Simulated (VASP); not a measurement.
# TiO2 (Fm-3m) in VASP: further runs

TiO2 is run at these levels: PBEsol, PBE; tasks: single point.

Everything below comes from runs of VASP 6.6.1. Logs are shortened: lines on timing, memory, paths and dates and some standing lists are left out, and cuts for length are marked.

## (1) The cell of the first run

It takes space group Fm-3m (No. 225, cubic). The conventional cell has a = 4.777 Å, b = 4.777 Å, c = 4.777 Å, α = 90.00°, β = 90.00°, γ = 90.00°. Within 2.7 Å of Ti (site symmetry m-3m) lie 8 O at 2.07 Å. Within 2.7 Å of O (site symmetry -43m) lie 4 Ti at 2.07 Å and 6 O at 2.39 Å.

## (2) Single point, PBEsol

Input file INCAR:

```
SYSTEM = TiO2
PREC = Accurate ; ENCUT = 520
EDIFF = 1E-6 ; ISMEAR = -1
SIGMA = 0.02 ; LREAL = .FALSE.
LASPH = .TRUE. ; NELM = 60
ALGO = Normal ; ISIF = 2
LWAVE = .FALSE. ; LCHARG = .TRUE.
GGA = PS ; LELF = .TRUE.
LVHAR = .TRUE. ; NBANDS = 19
```

Input file KPOINTS:

```
Automatic mesh
0
G
  8 8 8
  0 0 0
```

Input file POSCAR:

```
TiO2
1.0
    0.0000000000      2.3886669315      2.3886669315
    2.3886669315      0.0000000000      2.3886669315
    2.3886669315      2.3886669315      0.0000000000
Ti O
1 2
Direct
    0.0000000000      0.0000000000      0.0000000000
    0.2500000000      0.2500000000      0.2500000000
    0.7500000000      0.7500000000      0.7500000000
```

Potentials or basis: VASP PAW PBE potentials, release 64 (Ti_sv, O).

Command:

```bash
> cat potpaw_PBE.64/Ti_sv/POTCAR potpaw_PBE.64/O/POTCAR > POTCAR
> mpirun -np 1 vasp_std > vasp.out
```

OUTCAR:

```text
SYSTEM = TiO2
   PREC = Accurate
   ENCUT = 520
   EDIFF = 1E-6
   ISMEAR = -1
   LREAL = .FALSE.
   LASPH = .TRUE.
   NELM = 60
   ISIF = 2
   GGA = PS

 ion  position               nearest neighbor table
   1  0.000  0.000  0.000-   2 2.07   3 2.07   3 2.07   3 2.07   3 2.07   2 2.07   2 2.07   2 2.07

   2  0.250  0.250  0.250-   1 2.07   1 2.07   1 2.07   1 2.07
   3  0.750  0.750  0.750-   1 2.07   1 2.07   1 2.07   1 2.07

  LATTYP: Found a face centered cubic cell.
 ALAT       =     4.7773338630

  Lattice vectors:

 A1 = (   0.0000000000,   2.3886669315,   2.3886669315)
 A2 = (   2.3886669315,   0.0000000000,   2.3886669315)
 A3 = (   2.3886669315,   2.3886669315,   0.0000000000)

Analysis of symmetry for initial positions (statically):
=====================================================================
 Subroutine PRICEL returns:
 Original cell was already a primitive cell.

 Routine SETGRP: Setting up the symmetry group for a
 face centered cubic supercell.

 Subroutine GETGRP returns: Found 48 space group operations
 (whereof 48 operations were pure point group operations)
 out of a pool of 48 trial point group operations.

The static configuration has the point symmetry O_h .

Analysis of symmetry for dynamics (positions and initial velocities):
=====================================================================
 Subroutine PRICEL returns:
 Original cell was already a primitive cell.

 Routine SETGRP: Setting up the symmetry group for a
 face centered cubic supercell.

 Subroutine GETGRP returns: Found 48 space group operations
 (whereof 48 operations were pure point group operations)
 out of a pool of 48 trial point group operations.

The dynamic configuration has the point symmetry O_h .

 Subroutine INISYM returns: Found 48 space group operations
 (whereof 48 operations are pure point group operations),
 and found     1 'primitive' translations

----------------------------------------------------------------------------------------

                                     Primitive cell

  volume of cell :      27.2582

  direct lattice vectors                    reciprocal lattice vectors
     0.000000000  2.388666931  2.388666931    -0.209321774  0.209321774  0.209321774
     2.388666931  0.000000000  2.388666931     0.209321774 -0.209321774  0.209321774
     2.388666931  2.388666931  0.000000000     0.209321774  0.209321774 -0.209321774

  length of vectors
     3.378085171  3.378085171  3.378085171     0.362555948  0.362555948  0.362555948

  position of ions in fractional coordinates (direct lattice)
     0.000000000  0.000000000  0.000000000
     0.250000000  0.250000000  0.250000000
     0.750000000  0.750000000  0.750000000

  ion indices of the primitive-cell ions
   primitive index   ion index
                 1           1
                 2           2
                 3           3

----------------------------------------------------------------------------------------

 KPOINTS: Automatic mesh

Automatic generation of k-mesh.
 Grid dimensions read from file:
 generate k-points for:    8    8    8

 Generating k-lattice:

  Cartesian coordinates                     Fractional coordinates (reciprocal lattice)
    -0.026165222  0.026165222  0.026165222     0.125000000  0.000000000  0.000000000
     0.026165222 -0.026165222  0.026165222     0.000000000  0.125000000  0.000000000
     0.026165222  0.026165222 -0.026165222     0.000000000  0.000000000  0.125000000

  Length of vectors
     0.045319493  0.045319493  0.045319493

  Shift w.r.t. Gamma in fractional coordinates (k-lattice)
     0.000000000  0.000000000  0.000000000

 Subroutine IBZKPT returns following result:
 ===========================================

 Found     29 irreducible k-points:

 Following reciprocal coordinates:
            Coordinates               Weight
  0.000000  0.000000  0.000000      1.000000
  0.125000  0.000000  0.000000      8.000000
  0.250000  0.000000  0.000000      8.000000
  0.375000  0.000000  0.000000      8.000000
  0.500000  0.000000  0.000000      4.000000
  0.125000  0.125000  0.000000      6.000000
[... 16 lines left out ...]
  0.500000  0.250000  0.125000     48.000000
 -0.375000  0.250000  0.125000     24.000000
 [... further k-points ...]
   k-points           NKPTS =     29   k-points in BZ     NKDIM =     29   number of bands    NBANDS=     19
   number of dos      NEDOS =    301   number of ions     NIONS =      3
   total plane-waves  NPLWV =  21952
   dimension x,y,z NGX =    28 NGY =   28 NGZ =   28
   dimension x,y,z NGXF=    56 NGYF=   56 NGZF=   56
   ions per type =               1   2
   NGX,Y,Z   is equivalent  to a cutoff of  13.78, 13.78, 13.78 a.u.
   NGXF,Y,Z  is equivalent  to a cutoff of  27.56, 27.56, 27.56 a.u.
 SYSTEM =  TiO2
   PREC   = accura    normal or accurate (medium, high low for compatibility)
   ISTART =      0    job   : 0-new  1-cont  2-samecut
   ICHARG =      2    charge: 1-file 2-atom 10-const
   ISPIN  =      1    spin polarized calculation?
   LNONCOLLINEAR =      F non collinear calculations
   LSORBIT =      F    spin-orbit coupling
   LASPH  =      T    aspherical Exc in radial PAW
   ENCUT  =  520.0 eV  38.22 Ry    6.18 a.u.   6.28  6.28  6.28*2*pi/ulx,y,z
   NELM   =     60;   NELMIN=  2; NELMDL= -5     # of ELM steps
   EDIFF  = 0.1E-05   stopping-criterion for ELM
   LREAL  =      F    real-space projection
   EDIFFG = 0.1E-04   stopping-criterion for IOM
   NSW    =      0    number of steps for IOM
   IBRION =     -1    ionic relax: 0-MD 1-quasi-New 2-CG
   NFREE  =      0    steps in history (QN), initial steepest desc. (CG)
   ISIF   =      2    stress and relaxation
   ISYM   =      2    0-nonsym 1-usesym 2-fastsym
   POTIM  = 0.5000    time-step for ionic-motion
   TEBEG  =    0.0;   TEEND  =   0.0 temperature during run
   PSTRESS=    0.0 pullay stress
   NELECT =      24.0000    total number of electrons
   NUPDOWN=      -1.0000    fix difference up-down
   EMIN   =  10.00;   EMAX   =-10.00  energy-range for DOS
   EFERMI =   0.00;   METHOD = LEGACY
   ISMEAR =    -1;   SIGMA  =   0.02  broadening in eV -4-tet -1-fermi 0-gaus
   EFERMI_NEDOS =   21; number of points for ismear=-14 and -15
   IALGO  =     38    algorithm
   IMIX   =      4    mixing-type and parameters
     AMIX     =   0.40;   BMIX     =  1.00
     AMIX_MAG =   1.60;   BMIX_MAG =  1.00
  volume/ion in A,a.u.               =       9.09        61.32
  Fermi-wavevector in a.u.,A,eV,Ry     =   1.569084  2.965140 33.497897  2.462026
  Thomas-Fermi vector in A             =   2.671019
   LORBIT       =      0    0 simple, 1 ext, 2 COOP (PROOUT), +10 PAW based schemes
   GGA     = PS    functional components
   LHFCALC =     F    Hartree Fock is set to
   AEXX    =    0.0000 exact exchange contribution
   IVDW    =     0    specifies the selected vdW correction
   LEPSILON=     F    determine dielectric tensor
   LRPA    =     F    only Hartree local field effects (RPA)
 non-spin polarized calculation
  energy-cutoff  :      520.00
  volume of cell :       27.26
 maximum number of plane-waves:       754
 NGX is ok and might be reduce to    28
   NGX = 13   NGY = 13   NGZ = 13

 number of electron      23.9999997 magnetization

 Free energy of the ion-electron system (eV)
  ---------------------------------------------------
  ext. energy  EPLUGINS =         0.00000000
  ---------------------------------------------------
  free energy    TOTEN  =       -27.35782569 eV

  energy without entropy =      -27.35782569  energy(sigma->0) =      -27.35782569

 E-fermi :   7.9969     XC(G=0): -12.5943

 val. band max:        7.4164543248   @ k =   0.5000   0.5000   0.0000
 cond. band min:       8.4910316471   @ k =   0.0000   0.0000   0.0000
 fundamental gap:      1.0745773223
 Fermi energy:         7.9968633204

 k-point     1 :       0.0000    0.0000    0.0000
  band No.  band energies     occupation
      1     -50.0708      2.00000
      2     -26.2664      2.00000
      3     -26.2664      2.00000
      4     -26.2664      2.00000
      5     -12.3409      2.00000
      6      -8.3699      2.00000
[... 11 lines left out ...]
     18      14.9586      0.00000
     19      21.4582      0.00000

 k-point     2 :       0.1250    0.0000    0.0000
  band No.  band energies     occupation
      1     -50.0670      2.00000
      2     -26.3084      2.00000
      3     -26.2713      2.00000
      4     -26.2713      2.00000
      5     -12.1478      2.00000
      6      -8.6008      2.00000
[... 11 lines left out ...]
     18      15.5086      0.00000
     19      21.3668      0.00000

 k-point     3 :       0.2500    0.0000    0.0000
  band No.  band energies     occupation
      1     -50.0579      2.00000
      2     -26.4076      2.00000
      3     -26.2832      2.00000
      4     -26.2832      2.00000
      5     -11.6479      2.00000
      6      -9.1220      2.00000
[... 11 lines left out ...]
     18      16.7070      0.00000
     19      21.2859      0.00000

 k-point     4 :       0.3750    0.0000    0.0000
  band No.  band energies     occupation
      1     -50.0488      2.00000
      2     -26.5041      2.00000
      3     -26.2949      2.00000
      4     -26.2949      2.00000
      5     -11.0534      2.00000
      6      -9.6534      2.00000
[... 11 lines left out ...]
     18      17.3730      0.00000
     19      21.7093      0.00000

 k-point     5 :       0.5000    0.0000    0.0000
  band No.  band energies     occupation
      1     -50.0451      2.00000
      2     -26.5433      2.00000
      3     -26.2998      2.00000
      4     -26.2998      2.00000
      5     -10.7144      2.00000
      6      -9.9439      2.00000
[... 11 lines left out ...]
     18      17.4062      0.00000
     19      22.1512      0.00000

 k-point     6 :       0.1250    0.1250    0.0000
  band No.  band energies     occupation
      1     -50.0658      2.00000
      2     -26.3112      2.00000
      3     -26.2785      2.00000
      4     -26.2785      2.00000
      5     -12.0825      2.00000
      6      -8.6698      2.00000
[... 11 lines left out ...]
     18      15.5738      0.00000
     19      21.1712      0.00000

 k-point     7 :       0.2500    0.1250    0.0000
  band No.  band energies     occupation
      1     -50.0585      2.00000
      2     -26.3843      2.00000
      3     -26.2920      2.00000
      4     -26.2908      2.00000
      5     -11.6827      2.00000
      6      -9.0713      2.00000
[... 11 lines left out ...]
     18      16.4732      0.00000
     19      21.2353      0.00000

 k-point     8 :       0.3750    0.1250    0.0000
  band No.  band energies     occupation
      1     -50.0494      2.00000
      2     -26.4741      2.00000
      3     -26.3097      2.00000
      4     -26.3037      2.00000
      5     -11.1163      2.00000
      6      -9.5641      2.00000
[... 256 lines left out ...]
 k-point    20 :      -0.3750    0.3750    0.0000
  band No.  band energies     occupation
      1     -50.0373      2.00000
      2     -26.4981      2.00000
      3     -26.4147      2.00000
      4     -26.3329      2.00000
      5     -10.1774      2.00000
      6     -10.1408      2.00000
[... 11 lines left out ...]
     18      18.7807      0.00000
     19      22.8236      0.00000

 k-point    21 :       0.5000    0.5000    0.0000
  band No.  band energies     occupation
      1     -50.0366      2.00000
      2     -26.5553      2.00000
      3     -26.3489      2.00000
      4     -26.3489      2.00000
      5     -10.2667      2.00000
      6      -9.9978      2.00000
[... 11 lines left out ...]
     18      18.9906      0.00000
     19      21.5045      0.00000

 k-point    22 :       0.3750    0.2500    0.1250
  band No.  band energies     occupation
      1     -50.0512      2.00000
      2     -26.4372      2.00000
      3     -26.3291      2.00000
      4     -26.2981      2.00000
      5     -11.2478      2.00000
      6      -9.4335      2.00000
[... 11 lines left out ...]
     18      17.2464      0.00000
     19      21.5125      0.00000

 k-point    23 :       0.5000    0.2500    0.1250
  band No.  band energies     occupation
      1     -50.0438      2.00000
      2     -26.4856      2.00000
      3     -26.3636      2.00000
      4     -26.3115      2.00000
      5     -10.7370      2.00000
      6      -9.8132      2.00000
[... 11 lines left out ...]
     18      17.9786      0.00000
     19      22.1130      0.00000

 k-point    24 :      -0.3750    0.2500    0.1250
  band No.  band energies     occupation
      1     -50.0408      2.00000
      2     -26.5049      2.00000
      3     -26.3770      2.00000
      4     -26.3182      2.00000
      5     -10.4354      2.00000
      6     -10.0436      2.00000
[... 11 lines left out ...]
     18      18.1732      0.00000
     19      22.5476      0.00000

 [... further k-points ...]
[... 5 lines left out ...]
  --------------------------------------------------------------------------------------
  -------------------------------------------------------------------------------------
  Total        0.1515477      0.1515477      0.1515477      0.0000000     -0.0000000     -0.0000000
  in kB        8.9076494      8.9076494      8.9076494      0.0000000     -0.0000000     -0.0000000
  external PRESSURE =       8.9076494 kB  Pullay stress =       0.0000000 kB

 VOLUME and BASIS-vectors are now :
 -----------------------------------------------------------------------------
  energy-cutoff  :      520.00
  volume of cell :       27.26
      direct lattice vectors                 reciprocal lattice vectors
     0.000000000  2.388666931  2.388666931    -0.209321774  0.209321774  0.209321774
     2.388666931  0.000000000  2.388666931     0.209321774 -0.209321774  0.209321774
     2.388666931  2.388666931  0.000000000     0.209321774  0.209321774 -0.209321774

 POSITION                                       TOTAL-FORCE (eV/Angst)
 -----------------------------------------------------------------------------------
      0.00000      0.00000      0.00000         0.000000      0.000000      0.000000
      1.19433      1.19433      1.19433         0.000000      0.000000      0.000000
      3.58300      3.58300      3.58300        -0.000000     -0.000000     -0.000000
 -----------------------------------------------------------------------------------
    total drift:                                0.000000      0.000000      0.000000

  FREE ENERGIE OF THE ION-ELECTRON SYSTEM (eV)
  ---------------------------------------------------
  free  energy   TOTEN  =       -27.3578256887 eV

  energy  without entropy=      -27.3578256887  energy(sigma->0) =      -27.35782569
```

Run time: 57 s. Hardware: 1 thread of AMD EPYC 7R13, shared host; peak memory 0.13 GiB.

Results:

```yaml
Free_energy: -27.3578 eV
Pressure: 0.9 GPa
Band_gap_on_the_k_mesh: 1.07 eV, indirect (least direct gap 1.80 eV)
```

Levels at points of the mesh, in eV from the valence-band top:
| k point | band 9 | band 10 | band 11 | band 12 | band 13 | band 14 | band 15 | band 16 |
| --- | --- | --- | --- | --- | --- | --- | --- | --- |
| (0.00, 0.00, 0.00) | -6.16 | -0.89 | -0.89 | -0.89 | 1.07 | 1.07 | 5.49 | 5.49 |
| (0.50, 0.00, 0.00) | -3.47 | -3.34 | -2.60 | -2.60 | 1.45 | 1.45 | 2.94 | 5.07 |
| (0.50, 0.50, 0.00) | -4.73 | -2.15 | -2.15 | 0.00 | 1.80 | 1.82 | 2.97 | 4.24 |

Caveat: the PAW data sets were made with another functional, which shifts forces and pressure a little.

## (3) Single point, PBE

This run uses another cell than the first one, of 9.18 Å³/atom, 1.010 times its volume.

Input file INCAR:

```
SYSTEM = TiO2
  PREC = Accurate
  ENCUT = 520
  EDIFF = 1E-7
  ISMEAR = -1
  SIGMA = 0.02
  LREAL = .FALSE.
  LASPH = .TRUE.
  NELM = 60
  ALGO = Normal
  ISIF = 2
  LWAVE = .FALSE.
  LCHARG = .TRUE.
  GGA = PE
  LELF = .TRUE.
  LVHAR = .TRUE.
  NBANDS = 19
```

Input file KPOINTS:

```
regular mesh
0
G
  10 10 10
  0 0 0
```

Input file POSCAR:

```
TiO2
1.0
    0.0000000000      2.3968272547      2.3968272547
    2.3968272547      0.0000000000      2.3968272547
    2.3968272547      2.3968272547      0.0000000000
Ti O
1 2
Direct
    0.0000000000      0.0000000000      0.0000000000
    0.2500000000      0.2500000000      0.2500000000
    0.7500000000      0.7500000000      0.7500000000
```

Potentials or basis: VASP PAW PBE potentials, release 64 (Ti_sv, O).

Command:

```bash
> cat potpaw_PBE.64/Ti_sv/POTCAR potpaw_PBE.64/O/POTCAR > POTCAR
> mpirun -np 1 vasp_std > vasp.out
```

OUTCAR:

```text
SYSTEM = TiO2
   PREC = Accurate
   ENCUT = 520
   EDIFF = 1E-7
   ISMEAR = -1
   LREAL = .FALSE.
   LASPH = .TRUE.
   NELM = 60
   ISIF = 2
   GGA = PE

 ion  position               nearest neighbor table
   1  0.000  0.000  0.000-   3 2.08   3 2.08   3 2.08   2 2.08   3 2.08   2 2.08   2 2.08   2 2.08

   2  0.250  0.250  0.250-   1 2.08   1 2.08   1 2.08   1 2.08
   3  0.750  0.750  0.750-   1 2.08   1 2.08   1 2.08   1 2.08

  LATTYP: Found a face centered cubic cell.
 ALAT       =     4.7936545094

  Lattice vectors:

 A1 = (   0.0000000000,   2.3968272547,   2.3968272547)
[... 699 lines left out ...]
      6      -9.8176      2.00000
[... 11 lines left out ...]
     18      17.9851      0.00000
     19      21.6483      0.00000

 [... further k-points ...]
[... 5 lines left out ...]
  --------------------------------------------------------------------------------------
  -------------------------------------------------------------------------------------
  Total        1.1614457      1.1614457      1.1614457     -0.0000000     -0.0000000      0.0000000
  in kB       67.5723936     67.5723936     67.5723936     -0.0000000     -0.0000000      0.0000000
  external PRESSURE =      67.5723936 kB  Pullay stress =       0.0000000 kB

 VOLUME and BASIS-vectors are now :
 -----------------------------------------------------------------------------
  energy-cutoff  :      520.00
  volume of cell :       27.54
      direct lattice vectors                 reciprocal lattice vectors
     0.000000000  2.396827255  2.396827255    -0.208609110  0.208609110  0.208609110
     2.396827255  0.000000000  2.396827255     0.208609110 -0.208609110  0.208609110
     2.396827255  2.396827255  0.000000000     0.208609110  0.208609110 -0.208609110

 POSITION                                       TOTAL-FORCE (eV/Angst)
 -----------------------------------------------------------------------------------
      0.00000      0.00000      0.00000        -0.000000     -0.000000      0.000000
      1.19841      1.19841      1.19841        -0.000000     -0.000000     -0.000000
      3.59524      3.59524      3.59524         0.000000      0.000000      0.000000
 -----------------------------------------------------------------------------------
    total drift:                                0.000000      0.000000      0.000000

  FREE ENERGIE OF THE ION-ELECTRON SYSTEM (eV)
  ---------------------------------------------------
  free  energy   TOTEN  =       -26.0171617410 eV

  energy  without entropy=      -26.0171617410  energy(sigma->0) =      -26.01716174
```

stdout:

```text
POSCAR found type information on POSCAR TiO
 POSCAR found :  2 types and       3 ions
 scaLAPACK will be used
 LDA part: xc-table for (Slater+PW92), standard interpolation
 POSCAR, INCAR and KPOINTS ok, starting setup
 FFT: planning ... GRIDC
 FFT: planning ... GRID_SOFT
 FFT: planning ... GRID
 WAVECAR not read
 entering main loop
```

Run time: 85 s. Hardware: 1 thread of AMD EPYC 7R13, shared host; peak memory 0.14 GiB.

What came out:

```
Free energy            : -26.0172 eV
Pressure               : 6.8 GPa
Band gap on the k mesh : 1.13 eV, indirect (least direct gap 1.84 eV)
```

Levels at points of the mesh, in eV from the valence-band top:
```
           k point  band 10  band 11  band 12  band 13  band 14  band 15
(0.00, 0.00, 0.00)    -0.87    -0.87    -0.87     1.13     1.13     5.38
(0.50, 0.00, 0.00)    -3.28    -2.54    -2.54     1.48     1.48     2.87
(0.50, 0.50, 0.00)    -2.10    -2.10     0.00     1.84     1.84     2.89
```

A k mesh can miss the band edges. As with any semilocal functional, this PBE gap is likely too small.
